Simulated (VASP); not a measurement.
# NaBe4 (P-3m1) in VASP: a series of runs

Runs on NaBe4. Level: PBE. Tasks: relaxation of cell and atoms, single point.

Program: VASP 6.6.1. These are calculated values, not measurements. Logs are shortened: lines on timing, memory, paths and dates and some standing lists are left out, and cuts for length are marked.

### Step 1. The cell of the first run

The structure is trigonal, space group P-3m1 (No. 164). Conventional cell: a = 2.456 Å, b = 2.456 Å, c = 10.210 Å, α = 90.00°, β = 90.00°, γ = 120.00°. Na (site symmetry -3m) has 6 Na at 2.46 Å and 6 Be at 2.92 Å within 3.2 Å. Be (site symmetry 3m) has 9 Be at 2.21 to 2.46 Å and 3 Na at 2.92 Å within 3.0 Å. Be (site symmetry 3m) has 12 Be at 2.21 to 2.46 Å within 2.9 Å.

The cell was generated, and may not be a known phase.

### Step 2. Relaxation of cell and atoms, PBE

The input, INCAR:

```
PREC = Accurate
ENCUT = 600
EDIFF = 1E-6
ISMEAR = 0
SIGMA = 0.1
LREAL = False
LASPH = True
NELM = 80
ALGO = Fast
ISIF = 3
LWAVE = False
LCHARG = False
GGA = PE
IBRION = 2
NSW = 90
EDIFFG = -0.04
```

The input, KPOINTS:

```
regular mesh
0
Gamma
  12 12 2
```

The input, POSCAR:

```
NaBe4
1.0
    2.4560716960      0.0000000000      0.0000000000
   -1.2280358480      2.1270204823      0.0000000000
    0.0000000000      0.0000000000     10.2104721335
Na Be
1 4
Direct
    0.0000000000      0.0000000000      0.0000000000
    0.3333333333      0.6666666667      0.7500192424
    0.3333333333      0.6666666667      0.4163052870
    0.6666666667      0.3333333333      0.2499807576
    0.6666666667      0.3333333333      0.5836947130
```

Potentials or basis: VASP PAW PBE potentials, release 64 (Na_pv, Be).

Started as:

```sh
cat potpaw_PBE.64/Na_pv/POTCAR potpaw_PBE.64/Be/POTCAR > POTCAR
mpirun -np 1 vasp_std > vasp.out
```

OUTCAR:

```text
PREC = Accurate
   ENCUT = 600
   EDIFF = 1E-6
   ISMEAR = 0
   LREAL = False
   LASPH = True
   NELM = 80
   ISIF = 3
   GGA = PE
   IBRION = 2
   NSW = 90
   EDIFFG = -0.04

 ion  position               nearest neighbor table
   1  0.000  0.000  0.000-
   2  0.333  0.667  0.750-   5 2.21   5 2.21   5 2.21
   3  0.333  0.667  0.416-   4 2.21   4 2.21   4 2.21   5 2.22   5 2.22   5 2.22
   4  0.667  0.333  0.250-   3 2.21   3 2.21   3 2.21
   5  0.667  0.333  0.584-   2 2.21   2 2.21   2 2.21   3 2.22   3 2.22   3 2.22

  LATTYP: Found a hexagonal cell.
 ALAT       =     2.4560716960
 C/A-ratio  =     4.1572370017

  Lattice vectors:

 A1 = (   2.4560716960,   0.0000000000,   0.0000000000)
 A2 = (  -1.2280358480,   2.1270204823,   0.0000000000)
 A3 = (   0.0000000000,   0.0000000000,  10.2104721335)

Analysis of symmetry for initial positions (statically):
=====================================================================
 Subroutine PRICEL returns:
 Original cell was already a primitive cell.

 Routine SETGRP: Setting up the symmetry group for a
 hexagonal supercell.

 Subroutine GETGRP returns: Found 12 space group operations
 (whereof 12 operations were pure point group operations)
 out of a pool of 24 trial point group operations.

The static configuration has the point symmetry D_3d.

Analysis of symmetry for dynamics (positions and initial velocities):
=====================================================================
 Subroutine PRICEL returns:
 Original cell was already a primitive cell.

 Routine SETGRP: Setting up the symmetry group for a
 hexagonal supercell.

 Subroutine GETGRP returns: Found 12 space group operations
 (whereof 12 operations were pure point group operations)
 out of a pool of 24 trial point group operations.

The dynamic configuration has the point symmetry D_3d.

 Subroutine INISYM returns: Found 12 space group operations
 (whereof 12 operations are pure point group operations),
 and found     1 'primitive' translations

----------------------------------------------------------------------------------------

                                     Primitive cell

  volume of cell :      53.3407

  direct lattice vectors                    reciprocal lattice vectors
     2.456071696  0.000000000  0.000000000     0.407154238  0.235070609  0.000000000
    -1.228035848  2.127020482  0.000000000     0.000000000  0.470141218  0.000000000
     0.000000000  0.000000000 10.210472133     0.000000000  0.000000000  0.097938664

  length of vectors
     2.456071696  2.456071696 10.210472133     0.470141218  0.470141218  0.097938664

  position of ions in fractional coordinates (direct lattice)
     0.000000000  0.000000000  0.000000000
     0.333333333  0.666666667  0.750019242
     0.333333333  0.666666667  0.416305287
     0.666666667  0.333333333  0.249980758
     0.666666667  0.333333333  0.583694713

  ion indices of the primitive-cell ions
   primitive index   ion index
                 1           1
                 2           2
                 3           3
                 4           4
                 5           5

----------------------------------------------------------------------------------------

 KPOINTS: regular mesh

Automatic generation of k-mesh.
 Grid dimensions read from file:
 generate k-points for:   12   12    2

 Generating k-lattice:

  Cartesian coordinates                     Fractional coordinates (reciprocal lattice)
     0.033929520  0.019589217  0.000000000     0.083333333  0.000000000  0.000000000
     0.000000000  0.039178435  0.000000000     0.000000000  0.083333333  0.000000000
     0.000000000  0.000000000  0.048969332     0.000000000  0.000000000  0.500000000

  Length of vectors
     0.039178435  0.039178435  0.048969332

  Shift w.r.t. Gamma in fractional coordinates (k-lattice)
     0.000000000  0.000000000  0.000000000

 Subroutine IBZKPT returns following result:
 ===========================================

 Found     38 irreducible k-points:

 Following reciprocal coordinates:
            Coordinates               Weight
  0.000000  0.000000  0.000000      1.000000
  0.083333  0.000000  0.000000      6.000000
  0.166667 -0.000000  0.000000      6.000000
  0.250000  0.000000  0.000000      6.000000
  0.333333 -0.000000  0.000000      6.000000
  0.416667  0.000000  0.000000      6.000000
[... 16 lines left out ...]
  0.250000  0.000000  0.500000      6.000000
  0.333333 -0.000000  0.500000      6.000000
 [... further k-points ...]
   k-points           NKPTS =     38   k-points in BZ     NKDIM =     38   number of bands    NBANDS=     11
   number of dos      NEDOS =    301   number of ions     NIONS =      5
   total plane-waves  NPLWV =  33600
   dimension x,y,z NGX =    20 NGY =   20 NGZ =   84
   dimension x,y,z NGXF=    40 NGYF=   40 NGZF=  168
   ions per type =               1   4
   NGX,Y,Z   is equivalent  to a cutoff of  13.54, 13.54, 13.68 a.u.
[... 34 lines left out ...]
  Thomas-Fermi vector in A             =   2.208327
   LORBIT       =      0    0 simple, 1 ext, 2 COOP (PROOUT), +10 PAW based schemes
   GGA     = PE    functional components
   LHFCALC =     F    Hartree Fock is set to
   AEXX    =    0.0000 exact exchange contribution
   IVDW    =     0    specifies the selected vdW correction
   LEPSILON=     F    determine dielectric tensor
   LRPA    =     F    only Hartree local field effects (RPA)
 conjugate gradient relaxation of ions
 non-spin polarized calculation
 RMM-DIIS sequential band-by-band and
 Gauss-broadening in eV      SIGMA  =   0.10
  energy-cutoff  :      600.00
  volume of cell :       53.34
 maximum number of plane-waves:      1833
 NGX is ok and might be reduce to    20
   NGX =  9   NGY =  9   NGZ = 41

--------------------------------------- Ionic step        1  -------------------------------------------

 number of electron      15.0000011 magnetization

 Free energy of the ion-electron system (eV)
  ---------------------------------------------------
  ext. energy  EPLUGINS =         0.00000000
  ---------------------------------------------------
  free energy    TOTEN  =       -14.12825573 eV

  energy without entropy =      -14.12586177  energy(sigma->0) =      -14.12705875

------------------------ aborting loop because EDIFF is reached ----------------------------------------

  FORCE on cell =-STRESS in cart. coord.  units (eV):
  Direction    XX          YY          ZZ          XY          YZ          ZX
  --------------------------------------------------------------------------------------
  -------------------------------------------------------------------------------------
  Total       -0.8531436     -0.8531436      1.7962499      0.0000000      0.0000000      0.0000000
  in kB      -25.6256088    -25.6256088     53.9533973      0.0000000      0.0000000      0.0000000
  external PRESSURE =       0.9007265 kB  Pullay stress =       0.0000000 kB
[... 98 lines left out ...]
  FREE ENERGIE OF THE ION-ELECTRON SYSTEM (eV)
  ---------------------------------------------------
  free  energy   TOTEN  =       -14.1651676041 eV

  energy  without entropy=      -14.1618830004  energy(sigma->0) =      -14.16352530

[... ionic steps 4 to 7 ...]

--------------------------------------- Ionic step        8  -------------------------------------------

 number of electron      14.9999993 magnetization

------------------------ aborting loop because EDIFF is reached ----------------------------------------

  FORCE on cell =-STRESS in cart. coord.  units (eV):
  Direction    XX          YY          ZZ          XY          YZ          ZX
  --------------------------------------------------------------------------------------
  -------------------------------------------------------------------------------------
  Total        0.1249187      0.1249187     -0.0452973      0.0000000      0.0000000      0.0000000
  in kB        3.7898959      3.7898959     -1.3742720      0.0000000      0.0000000      0.0000000
  external PRESSURE =       2.0685066 kB  Pullay stress =       0.0000000 kB
[... 63 lines left out ...]
  energy  without entropy=      -14.1640351796  energy(sigma->0) =      -14.16586004

--------------------------------------- Ionic step       10  -------------------------------------------

 number of electron      14.9999997 magnetization

 Free energy of the ion-electron system (eV)
  ---------------------------------------------------
  ext. energy  EPLUGINS =         0.00000000
  ---------------------------------------------------
  free energy    TOTEN  =       -14.16812434 eV

  energy without entropy =      -14.16492284  energy(sigma->0) =      -14.16652359

 E-fermi :   5.5523     XC(G=0):  -9.8725

 val. band max:        5.5463410126   @ k =   0.3333   0.0833   0.0000
 cond. band min:       5.6537037811   @ k =   0.3333  -0.0000   0.5000
 fundamental gap:      0.1073627684
 Fermi energy:         5.5523229609

 k-point     1 :       0.0000    0.0000    0.0000
  band No.  band energies     occupation
      1     -21.1654      2.00000
      2     -20.8591      2.00000
      3     -20.8590      2.00000
      4      -4.6665      2.00000
      5      -3.3932      2.00000
      6      -1.8775      2.00000
      7       0.8851      2.00000
      8       1.0026      2.00000
      9       6.5323      0.00000
     10       8.9927      0.00000
     11      15.3455      0.00000
[... 309 lines left out ...]
 k-point    24 :       0.3333   -0.0000    0.5000
  band No.  band energies     occupation
      1     -21.7204      2.00000
      2     -21.0320      2.00000
      3     -20.9877      2.00000
      4      -1.7625      2.00000
      5      -0.5938      2.00000
      6       1.3809      2.00000
      7       2.9563      2.00000
      8       5.6537      0.15165
      9       6.6905      0.00000
     10       9.1275      0.00000
     11      10.0180      0.00000

 [... further k-points ...]

------------------------ aborting loop because EDIFF is reached ----------------------------------------

  FORCE on cell =-STRESS in cart. coord.  units (eV):
  Direction    XX          YY          ZZ          XY          YZ          ZX
  --------------------------------------------------------------------------------------
  -------------------------------------------------------------------------------------
  Total       -0.0889469     -0.0889469      0.1108467      0.0000000      0.0000000      0.0000000
  in kB       -2.6999938     -2.6999938      3.3647656      0.0000000      0.0000000      0.0000000
  external PRESSURE =      -0.6784074 kB  Pullay stress =       0.0000000 kB
[... 20 lines left out ...]
  FREE ENERGIE OF THE ION-ELECTRON SYSTEM (eV)
  ---------------------------------------------------
  free  energy   TOTEN  =       -14.1681243369 eV

  energy  without entropy=      -14.1649228367  energy(sigma->0) =      -14.16652359

 reached required accuracy - stopping structural energy minimisation
```

Wall time 1.8 min (1 thread of Intel Xeon 6975P-C (Granite Rapids), shared host); peak memory 0.18 GiB.

Results:

| Quantity | Value |
| --- | --- |
| Free energy | -14.1681 eV |
| Relaxed volume | 10.56 Å³/atom |
| Relaxed cell | a = 2.423 Å, b = 2.423 Å, c = 10.379 Å, α = 90.00°, β = 90.00°, γ = 120.00° |
| Space group after relaxing (to 0.1 Å) | P-3m1 (No. 164) |
| Energy gained by relaxing | 8.0 meV/atom |
| Ionic steps | 10 |
| Pressure after relaxing | -0.1 GPa |
| Largest force after relaxing | 0.014 eV/Å |
| Band gap on the k mesh | zero (an odd number of electrons rules out a gap without spin polarisation) |

Forces on the atoms (eV/Å):
```
Na   0.000  0.000  0.000
Be   0.000  0.000 -0.014
Be   0.000  0.000  0.005
Be   0.000  0.000  0.014
Be   0.000  0.000 -0.005
```

Stress tensor (GPa, compression positive):
```
-0.27  0.00  0.00
 0.00 -0.27  0.00
 0.00  0.00  0.34
```

The path:
```tsv
step	energy change (eV)	largest force (eV/Å)	pressure (GPa)	volume (Å³)
1	0.0000	0.2583	0.09	53.34
2	-0.0331	0.1237	-0.36	53.38
3	-0.0369	0.0596	-0.47	53.38
4	-0.0369	0.0609	-0.47	53.38
5	-0.0380	0.0560	-0.09	53.12
6	-0.0384	0.0604	0.08	52.97
7	-0.0385	0.0694	0.44	52.65
8	-0.0386	0.0650	0.21	52.81
9	-0.0394	0.0469	0.15	52.80
10	-0.0399	0.0137	-0.07	52.78
```

Final structure:
```
CELL_PARAMETERS angstrom
2.42319 0.00000 0.00000
-1.21159 2.09854 0.00000
0.00000 0.00000 10.37944
ATOMIC_POSITIONS crystal
Na 0.00000 0.00000 0.00000
Be 0.33333 0.66667 0.75481
Be 0.33333 0.66667 0.41495
Be 0.66667 0.33333 0.24519
Be 0.66667 0.33333 0.58505
```

Levels at points of the mesh, in eV from the Fermi level:
```tsv
k point	band 5	band 6	band 7	band 8	band 9	band 10	band 11
(0.00, 0.00, 0.00)	-8.95	-7.43	-4.67	-4.55	0.98	3.44	9.79
(0.50, 0.00, 0.00)	-3.49	-2.98	-2.76	0.86	0.94	2.51	2.60
(0.00, 0.00, 0.50)	-9.06	-6.98	-5.93	-3.28	-0.07	5.81	6.19
(0.50, 0.00, 0.50)	-3.51	-3.00	-2.73	0.95	1.09	1.95	2.58
```

### Step 3. Single point, PBE

This run uses another cell than the first one, of 10.55 Å³/atom.

The input, INCAR:

```
PREC = Accurate
ENCUT = 520
EDIFF = 1E-6
ISMEAR = 0
SIGMA = 0.1
LREAL = F
LASPH = T
NELM = 60
ALGO = Normal
ISIF = 2
LWAVE = F
LCHARG = T
GGA = PE
LELF = T
LVHAR = T
NBANDS = 16
```

The input, KPOINTS:

```
regular mesh
0
Gamma
  18 18 4
```

The input, POSCAR:

```
NaBe4
1.0
    2.4204660625      0.0000000000      0.0000000000
   -1.2102330313      2.0961850991      0.0000000000
    0.0000000000      0.0000000000     10.3947084474
Na Be
1 4
Direct
    0.0000000000      0.0000000000      0.0000000000
    0.3333333333      0.6666666667      0.7540075944
    0.3333333333      0.6666666667      0.4155081070
    0.6666666667      0.3333333333      0.2459924056
    0.6666666667      0.3333333333      0.5844918930
```

Potentials or basis: VASP PAW PBE potentials, release 64 (Na_pv, Be).

Started as:

```sh
cat potpaw_PBE.64/Na_pv/POTCAR potpaw_PBE.64/Be/POTCAR > POTCAR
mpirun -np 1 vasp_std > vasp.out
```

Run time: 1.8 min. Hardware: 1 thread of Intel Xeon 6975P-C (Granite Rapids), shared host; peak memory 0.22 GiB.

Results (log left out):

| Property | Result |
| --- | --- |
| Free energy | -14.1536 eV |
| Pressure | 0.1 GPa |
| Largest force | 0.003 eV/Å |
| Band gap on the k mesh | zero (an odd number of electrons rules out a gap without spin polarisation) |

Forces in eV/Å, atoms in the order of the input:
```
Na   0.000  0.000  0.000
Be   0.000  0.000  0.003
Be   0.000  0.000  0.001
Be   0.000  0.000 -0.003
Be   0.000  0.000 -0.001
```

Levels at points of the mesh, in eV from the Fermi level:
```csv
k point,band 4,band 5,band 6,band 7,band 8,band 9,band 10,band 11,band 12,band 13
"(0.00, 0.00, 0.00)",-10.25,-8.98,-7.46,-4.71,-4.59,0.88,3.40,9.70,10.25,13.46
"(0.50, 0.00, 0.00)",-4.43,-3.51,-3.00,-2.79,0.84,0.92,2.49,2.59,3.53,4.66
"(0.00, 0.00, 0.50)",-10.23,-9.09,-7.01,-5.97,-3.33,-0.16,5.78,6.08,13.46,13.46
"(0.50, 0.00, 0.50)",-4.42,-3.53,-3.02,-2.76,0.93,1.07,1.93,2.58,3.58,5.99
```

### Step 4. Relaxation of cell and atoms, PBE

This run uses another cell than the first one, of 10.55 Å³/atom.

The input, INCAR:

```
ALGO     = Fast           # electronic algorithm
EDIFF    = 1E-6           # SCF threshold, eV
EDIFFG   = -0.01          # ionic threshold
ENCUT    = 600            # plane-wave cutoff, eV
GGA      = PE             # functional
IBRION   = 2              # ionic algorithm
ISIF     = 3              # what is computed and relaxed
ISMEAR   = 0              # smearing method
LASPH    = True           # aspherical terms in the spheres
LCHARG   = False          # write CHGCAR
LREAL    = False          # projectors in reciprocal space
LWAVE    = False          # write WAVECAR
NELM     = 100            # most SCF steps
NSW      = 100            # ionic steps
PREC     = Accurate       # precision mode
SIGMA    = 0.1            # smearing width, eV
```

The input, KPOINTS:

```
k-points
0
Gamma
  18 18 4
```

The input, POSCAR:

```
NaBe4
1.0
    2.4207979015      0.0000000000      0.0000000000
   -1.2103989508      2.0964724802      0.0000000000
    0.0000000000      0.0000000000     10.3939398720
Na Be
1 4
Direct
    0.0000000000      0.0000000000      0.0000000000
    0.3333333333      0.6666666667      0.7552818289
    0.3333333333      0.6666666667      0.4147458352
    0.6666666667      0.3333333333      0.2447181711
    0.6666666667      0.3333333333      0.5852541648
```

Started as:

```sh
cat potpaw_PBE.64/Na_pv/POTCAR potpaw_PBE.64/Be/POTCAR > POTCAR
mpirun -np 1 vasp_std > vasp.out
```

Wall time 3.4 min (1 thread of Intel Xeon 6975P-C (Granite Rapids), shared host); peak memory 0.25 GiB.

The run converged. Its results:

```
Free energy                           : -14.1538 eV
Relaxed volume                        : 10.56 Å³/atom
Relaxed cell                          : a = 2.421 Å, b = 2.421 Å, c = 10.403 Å, α = 90.00°, β = 90.00°, γ = 120.00°
Space group after relaxing (to 0.1 Å) : P-3m1 (No. 164)
Energy gained by relaxing             : 0.2 meV/atom
Ionic steps                           : 5
Pressure after relaxing               : 0.0 GPa
Largest force after relaxing          : 0.007 eV/Å
Band gap on the k mesh                : zero (an odd number of electrons rules out a gap without spin polarisation)
```

Forces in eV/Å, atoms in the order of the input:
```
Na   0.000  0.000  0.000
Be   0.000  0.000 -0.007
Be   0.000  0.000 -0.007
Be   0.000  0.000  0.007
Be   0.000  0.000  0.007
```

The path:
| step | energy change (eV) | largest force (eV/Å) | pressure (GPa) | volume (Å³) |
| --- | --- | --- | --- | --- |
| 1 | 0.0000 | 0.0416 | -0.08 | 52.75 |
| 2 | -0.0003 | 0.0362 | 0.01 | 52.71 |
| 3 | -0.0006 | 0.0228 | 0.20 | 52.62 |
| 4 | -0.0008 | 0.0126 | 0.08 | 52.74 |
| 5 | -0.0009 | 0.0072 | 0.00 | 52.81 |

Final structure:
```
Na Be
1.0
     2.42112    0.00000    0.00000
    -1.21056    2.09675    0.00000
     0.00000    0.00000   10.40300
Na Be
1 4
Direct
  0.00000 0.00000 0.00000
  0.33333 0.66667 0.75411
  0.33333 0.66667 0.41554
  0.66667 0.33333 0.24589
  0.66667 0.33333 0.58446
```

Levels at points of the mesh, in eV from the Fermi level:
```
           k point  band 6  band 7  band 8  band 9  band 10  band 11
(0.00, 0.00, 0.00)   -7.46   -4.71   -4.60    0.87     3.38     9.68
(0.50, 0.00, 0.00)   -3.00   -2.78    0.84    0.92     2.49     2.59
(0.00, 0.00, 0.50)   -7.01   -5.97   -3.33   -0.16     5.76     6.06
(0.50, 0.00, 0.50)   -3.02   -2.76    0.92    1.07     1.93     2.57
```

### Step 5. Overview

```tsv
task	cell	k mesh	cutoff (eV)	gap on the mesh (eV)	pressure (GPa)	relaxed volume (Å³/atom)	largest force (eV/Å)
relaxation of cell and atoms	relaxed from a = 2.456, b = 2.456, c = 10.210 Å, angles 90.0, 90.0, 120.0°, 5 atoms, atomic positions A	12 × 12 × 2	600	none	-0.1	10.56	0.01
single point	a = 2.420, b = 2.420, c = 10.395 Å, angles 90.0, 90.0, 120.0°, 5 atoms, atomic positions B	18 × 18 × 4	520	none	0.1	-	-
relaxation of cell and atoms	relaxed from a = 2.421, b = 2.421, c = 10.394 Å, angles 90.0, 90.0, 120.0°, 5 atoms, atomic positions C	18 × 18 × 4	600	none	0.0	10.56	0.01
```

Alike in all rows: level PBE; potentials or basis VASP PAW PBE potentials, release 64 (Na_pv, Be); no spin polarisation; smearing gaussian 0.1 eV.

Total energies depend on the potentials used, so only differences within one code and one set of settings carry meaning.

The gap in the log of VASP goes by the Fermi energy; the results here count the filled bands.